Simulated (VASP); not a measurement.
# Se (P6_3/mmc) in VASP: further runs

Runs on Se. Level: PBEsol. Tasks: single point.

Everything below comes from runs of VASP 6.6.1. Logs are shortened: lines on timing, memory, paths and dates and some standing lists are left out, and cuts for length are marked.

### Step 1. The cell of the first run

Symmetry: P6_3/mmc, No. 194, hexagonal system. Conventional cell: a = 3.659 Å, b = 3.659 Å, c = 11.621 Å, α = 90.00°, β = 90.00°, γ = 120.00°. Within 2.4 Å of Se (site symmetry 3m) lie 1 Se at 1.82 Å.

This isn't the form of Se at room conditions, which is trigonal, of chains.

### Step 2. Single point, PBEsol (O replaced by Se, lengths x 1.491, strained)

The input, INCAR:

```
SYSTEM = Se
  ALGO = Normal
  EDIFF = 1E-7
  ENCUT = 520
  GGA = PS
  ISIF = 2
  ISMEAR = 0
  LASPH = .TRUE.
  LCHARG = .TRUE.
  LELF = .TRUE.
  LREAL = .FALSE.
  LVHAR = .TRUE.
  LWAVE = .FALSE.
  NBANDS = 20
  NELM = 60
  PREC = Accurate
  SIGMA = 0.1
```

The input, KPOINTS:

```
k-points
0
G
  15 15 4
  0 0 0
```

The input, POSCAR:

```
Se
1.0
    3.6590441053      0.0000000000      0.0000000000
   -1.8295220527      3.1688251487      0.0000000000
    0.0000000000      0.0000000000     11.6212732449
Se
4
Direct
    0.3333333300      0.6666666700      0.3281033100
    0.6666666700      0.3333333300      0.6718966900
    0.6666666700      0.3333333300      0.8281033100
    0.3333333300      0.6666666700      0.1718966900
```

Potentials or basis: VASP PAW PBE potentials, release 64 (Se).

Command:

```console
cat potpaw_PBE.64/Se/POTCAR > POTCAR
mpirun -np 1 vasp_std > vasp.out
```

OUTCAR:

```text
SYSTEM = Se
   EDIFF = 1E-7
   ENCUT = 520
   GGA = PS
   ISIF = 2
   ISMEAR = 0
   LASPH = .TRUE.
   LREAL = .FALSE.
   NELM = 60
   PREC = Accurate

 ion  position               nearest neighbor table
   1  0.333  0.667  0.328-   4 1.82
   2  0.667  0.333  0.672-   3 1.82
   3  0.667  0.333  0.828-   2 1.82
   4  0.333  0.667  0.172-   1 1.82

  LATTYP: Found a hexagonal cell.
 ALAT       =     3.6590441053
 C/A-ratio  =     3.1760407665

  Lattice vectors:

 A1 = (   3.6590441053,   0.0000000000,   0.0000000000)
 A2 = (  -1.8295220527,   3.1688251487,   0.0000000000)
 A3 = (   0.0000000000,   0.0000000000,  11.6212732449)

Analysis of symmetry for initial positions (statically):
=====================================================================
 Subroutine PRICEL returns:
 Original cell was already a primitive cell.

 Routine SETGRP: Setting up the symmetry group for a
 hexagonal supercell.

 Subroutine GETGRP returns: Found 24 space group operations
 (whereof 12 operations were pure point group operations)
 out of a pool of 24 trial point group operations.

The static configuration has the point symmetry D_3d.
 The point group associated with its full space group is D_6h.

Analysis of symmetry for dynamics (positions and initial velocities):
=====================================================================
 Subroutine PRICEL returns:
 Original cell was already a primitive cell.

 Routine SETGRP: Setting up the symmetry group for a
 hexagonal supercell.

 Subroutine GETGRP returns: Found 24 space group operations
 (whereof 12 operations were pure point group operations)
 out of a pool of 24 trial point group operations.

The dynamic configuration has the point symmetry D_3d.
 The point group associated with its full space group is D_6h.

 Subroutine INISYM returns: Found 24 space group operations
 (whereof 12 operations are pure point group operations),
 and found     1 'primitive' translations

----------------------------------------------------------------------------------------

                                     Primitive cell

  volume of cell :     134.7472

  direct lattice vectors                    reciprocal lattice vectors
     3.659044105  0.000000000  0.000000000     0.273295421  0.157787185  0.000000000
    -1.829522053  3.168825149  0.000000000     0.000000000  0.315574370  0.000000000
     0.000000000  0.000000000 11.621273245     0.000000000  0.000000000  0.086049091

  length of vectors
     3.659044105  3.659044105 11.621273245     0.315574370  0.315574370  0.086049091

  position of ions in fractional coordinates (direct lattice)
     0.333333330  0.666666670  0.328103310
     0.666666670  0.333333330  0.671896690
     0.666666670  0.333333330  0.828103310
     0.333333330  0.666666670  0.171896690

  ion indices of the primitive-cell ions
   primitive index   ion index
                 1           1
                 2           2
                 3           3
                 4           4

----------------------------------------------------------------------------------------

 KPOINTS: k-points

Automatic generation of k-mesh.
 Grid dimensions read from file:
 generate k-points for:   15   15    4

 Generating k-lattice:

  Cartesian coordinates                     Fractional coordinates (reciprocal lattice)
     0.018219695  0.010519146  0.000000000     0.066666667  0.000000000  0.000000000
     0.000000000  0.021038291  0.000000000     0.000000000  0.066666667  0.000000000
     0.000000000  0.000000000  0.021512273     0.000000000  0.000000000  0.250000000

  Length of vectors
     0.021038291  0.021038291  0.021512273

  Shift w.r.t. Gamma in fractional coordinates (k-lattice)
     0.000000000  0.000000000  0.000000000

 Subroutine IBZKPT returns following result:
 ===========================================

 Found     81 irreducible k-points:

 Following reciprocal coordinates:
            Coordinates               Weight
  0.000000  0.000000  0.000000      1.000000
  0.066667  0.000000  0.000000      6.000000
  0.133333 -0.000000  0.000000      6.000000
  0.200000 -0.000000  0.000000      6.000000
  0.266667 -0.000000  0.000000      6.000000
  0.333333 -0.000000  0.000000      6.000000
[... 16 lines left out ...]
  0.333333  0.200000  0.000000     12.000000
  0.400000  0.200000  0.000000      6.000000
 [... further k-points ...]
   k-points           NKPTS =     81   k-points in BZ     NKDIM =     81   number of bands    NBANDS=     20
   number of dos      NEDOS =    301   number of ions     NIONS =      4
   total plane-waves  NPLWV =  70560
   dimension x,y,z NGX =    28 NGY =   28 NGZ =   90
   dimension x,y,z NGXF=    56 NGYF=   56 NGZF=  180
   ions per type =               4
   NGX,Y,Z   is equivalent  to a cutoff of  12.72, 12.72, 12.87 a.u.
   NGXF,Y,Z  is equivalent  to a cutoff of  25.44, 25.44, 25.75 a.u.
 SYSTEM =  Se
   PREC   = accura    normal or accurate (medium, high low for compatibility)
   ISTART =      0    job   : 0-new  1-cont  2-samecut
   ICHARG =      2    charge: 1-file 2-atom 10-const
   ISPIN  =      1    spin polarized calculation?
   LNONCOLLINEAR =      F non collinear calculations
   LSORBIT =      F    spin-orbit coupling
   LASPH  =      T    aspherical Exc in radial PAW
   ENCUT  =  520.0 eV  38.22 Ry    6.18 a.u.   6.80  6.80 21.61*2*pi/ulx,y,z
   NELM   =     60;   NELMIN=  2; NELMDL= -5     # of ELM steps
   EDIFF  = 0.1E-06   stopping-criterion for ELM
   LREAL  =      F    real-space projection
   EDIFFG = 0.1E-05   stopping-criterion for IOM
   NSW    =      0    number of steps for IOM
   IBRION =     -1    ionic relax: 0-MD 1-quasi-New 2-CG
   NFREE  =      0    steps in history (QN), initial steepest desc. (CG)
   ISIF   =      2    stress and relaxation
   ISYM   =      2    0-nonsym 1-usesym 2-fastsym
   POTIM  = 0.5000    time-step for ionic-motion
   TEBEG  =    0.0;   TEEND  =   0.0 temperature during run
   PSTRESS=    0.0 pullay stress
   NELECT =      24.0000    total number of electrons
   NUPDOWN=      -1.0000    fix difference up-down
   EMIN   =  10.00;   EMAX   =-10.00  energy-range for DOS
   EFERMI =   0.00;   METHOD = LEGACY
   ISMEAR =     0;   SIGMA  =   0.10  broadening in eV -4-tet -1-fermi 0-gaus
   EFERMI_NEDOS =   21; number of points for ismear=-14 and -15
   IALGO  =     38    algorithm
   IMIX   =      4    mixing-type and parameters
     AMIX     =   0.40;   BMIX     =  1.00
     AMIX_MAG =   1.60;   BMIX_MAG =  1.00
  volume/ion in A,a.u.               =      33.69       227.33
  Fermi-wavevector in a.u.,A,eV,Ry     =   0.921097  1.740621 11.543451  0.848420
  Thomas-Fermi vector in A             =   2.046476
   LORBIT       =      0    0 simple, 1 ext, 2 COOP (PROOUT), +10 PAW based schemes
   GGA     = PS    functional components
   LHFCALC =     F    Hartree Fock is set to
   AEXX    =    0.0000 exact exchange contribution
   IVDW    =     0    specifies the selected vdW correction
   LEPSILON=     F    determine dielectric tensor
   LRPA    =     F    only Hartree local field effects (RPA)
 non-spin polarized calculation
 Gauss-broadening in eV      SIGMA  =   0.10
  energy-cutoff  :      520.00
  volume of cell :      134.75
 maximum number of plane-waves:      3660
 NGX is ok and might be reduce to    28
   NGX = 13   NGY = 13   NGZ = 43

 number of electron      24.0000004 magnetization

 Free energy of the ion-electron system (eV)
  ---------------------------------------------------
  ext. energy  EPLUGINS =         0.00000000
  ---------------------------------------------------
  free energy    TOTEN  =        -9.24245063 eV

  energy without entropy =       -9.23566706  energy(sigma->0) =       -9.23905884

 E-fermi :   1.7237     XC(G=0):  -7.8824

 val. band max:        1.7049845243   @ k =   0.3333   0.2000   0.0000
 cond. band min:       1.7740573416   @ k =   0.2667   0.2000   0.0000
 fundamental gap:      0.0690728173
 Fermi energy:         1.7237252600

 k-point     1 :       0.0000    0.0000    0.0000
  band No.  band energies     occupation
      1     -16.6626      2.00000
      2     -16.6511      2.00000
      3      -9.5407      2.00000
      4      -9.3532      2.00000
      5      -4.0570      2.00000
      6      -3.3541      2.00000
[... 12 lines left out ...]
     19       7.8370      0.00000
     20       9.5232      0.00000

 k-point     2 :       0.0667    0.0000    0.0000
  band No.  band energies     occupation
      1     -16.6445      2.00000
      2     -16.6332      2.00000
      3      -9.5115      2.00000
      4      -9.3266      2.00000
      5      -4.0399      2.00000
      6      -3.3511      2.00000
[... 12 lines left out ...]
     19       7.8694      0.00000
     20       9.3321      0.00000

 k-point     3 :       0.1333   -0.0000    0.0000
  band No.  band energies     occupation
      1     -16.5928      2.00000
      2     -16.5821      2.00000
      3      -9.4269      2.00000
      4      -9.2500      2.00000
      5      -3.9983      2.00000
      6      -3.3608      2.00000
[... 12 lines left out ...]
     19       7.9432      0.00000
     20       8.8054      0.00000

 k-point     4 :       0.2000   -0.0000    0.0000
  band No.  band energies     occupation
      1     -16.5147      2.00000
      2     -16.5050      2.00000
      3      -9.2962      2.00000
      4      -9.1330      2.00000
      5      -3.9742      2.00000
      6      -3.4756      2.00000
[... 429 lines left out ...]
 k-point    23 :       0.3333    0.2000    0.0000
  band No.  band energies     occupation
      1     -16.1885      2.00000
      2     -16.1855      2.00000
      3      -8.6928      2.00000
      4      -8.6386      2.00000
      5      -4.5103      2.00000
      6      -4.4667      2.00000
[... 12 lines left out ...]
     19       7.7353      0.00000
     20       8.3163      0.00000

 k-point    24 :       0.4000    0.2000    0.0000
  band No.  band energies     occupation
      1     -16.1708      2.00000
      2     -16.1687      2.00000
      3      -8.6535      2.00000
      4      -8.6156      2.00000
      5      -4.5429      2.00000
      6      -4.5134      2.00000
[... 12 lines left out ...]
     19       7.6836      0.00000
     20       8.2198      0.00000

 [... further k-points ...]

------------------------ aborting loop because EDIFF is reached ----------------------------------------

  FORCE on cell =-STRESS in cart. coord.  units (eV):
  Direction    XX          YY          ZZ          XY          YZ          ZX
  --------------------------------------------------------------------------------------
  -------------------------------------------------------------------------------------
  Total       -4.4973844     -4.4973844     65.9931980      0.0000000      0.0000000     -0.0000000
  in kB      -53.4750205    -53.4750205    784.6755555      0.0000000      0.0000000     -0.0000000
  external PRESSURE =     225.9085049 kB  Pullay stress =       0.0000000 kB

 VOLUME and BASIS-vectors are now :
 -----------------------------------------------------------------------------
  energy-cutoff  :      520.00
  volume of cell :      134.75
      direct lattice vectors                 reciprocal lattice vectors
     3.659044105  0.000000000  0.000000000     0.273295421  0.157787185  0.000000000
    -1.829522053  3.168825149  0.000000000     0.000000000  0.315574370  0.000000000
     0.000000000  0.000000000 11.621273245     0.000000000  0.000000000  0.086049091

 POSITION                                       TOTAL-FORCE (eV/Angst)
 -----------------------------------------------------------------------------------
     -0.00000      2.11255      3.81298        -0.000000      0.000000     18.283074
      1.82952      1.05628      7.80830         0.000000     -0.000000    -18.283074
      1.82952      1.05628      9.62361        -0.000000      0.000000     18.283074
     -0.00000      2.11255      1.99766         0.000000      0.000000    -18.283074
 -----------------------------------------------------------------------------------
    total drift:                               -0.000015      0.000009     -0.000002

  FREE ENERGIE OF THE ION-ELECTRON SYSTEM (eV)
  ---------------------------------------------------
  free  energy   TOTEN  =        -9.2424506321 eV

  energy  without entropy=       -9.2356670576  energy(sigma->0) =       -9.23905884
```

It took 3.5 min on 1 thread of Oxide Virtual Turin-like, shared host; peak memory 0.31 GiB.

Results:

* Free energy: -9.2425 eV
* Pressure: 22.6 GPa
* Largest force: 18.283 eV/Å
* Band gap on the k mesh: zero (bands 12 and 13 overlap by 2.64 eV)

Forces on the atoms (eV/Å):
```
Se    0.000   0.000  18.283
Se    0.000   0.000 -18.283
Se    0.000   0.000  18.283
Se    0.000   0.000 -18.283
```

Stress tensor (GPa, compression positive):
```
-5.35  0.00  0.00
 0.00 -5.35  0.00
 0.00  0.00 78.47
```

Caveat: the cell differs from its parent crystal (O replaced by Se, lengths x 1.491, strained); the stress differs along the axes, from -5 to 78 GPa; this functional lacks dispersion, which holds the molecules together, so the pressure and a relaxed volume are unreliable; the PAW data sets were made with another functional, which shifts forces and pressure a little; this functional lacks dispersion, which binds layers or chains, so the pressure and a relaxed spacing across them are unreliable.

(Part 1 of 2 ends here.)

The gap in the log of VASP goes by the Fermi energy; the results here count the filled bands.